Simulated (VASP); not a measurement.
Here is a VASP 6.6.1 calculation.

INCAR

```
SYSTEM = Mg
PREC = Accurate ; ENCUT = 520
EDIFF = 1E-6 ; ISMEAR = -1
SIGMA = 0.05 ; LREAL = .False.
LASPH = .True. ; NELM = 80
ALGO = Normal ; ISIF = 2
LWAVE = .False. ; LCHARG = .False.
GGA = PE ; NBANDS = 12
```

KPOINTS

```
Automatic mesh
0
Gamma
  8 8 5
  0 0 0
```

The input POSCAR:

```
Mg
1.0
    4.6891517503      0.0000000000      0.0000000000
   -2.3445758752      4.0609245380      0.0000000000
    0.0000000000      0.0000000000      5.9078523361
Mg
4
Direct
    0.0000000000      0.0000000000      0.0000000000
    0.0000000000      0.0000000000      0.5000000000
    0.3333333333      0.6666666667      0.2500000000
    0.6666666667      0.3333333333      0.7500000000
```

Potentials or basis: VASP PAW PBE potentials, release 64 (Mg).

The run is started by

```sh
$ cat potpaw_PBE.64/Mg/POTCAR > POTCAR
$ mpirun -np 1 vasp_std > vasp.out
```

Question: Estimate the pressure.

Answer: -0.1 GPa.

Question: What does it give for the band gap on the k mesh?

Answer: Zero (bands 4 and 5 overlap by 3.55 eV).
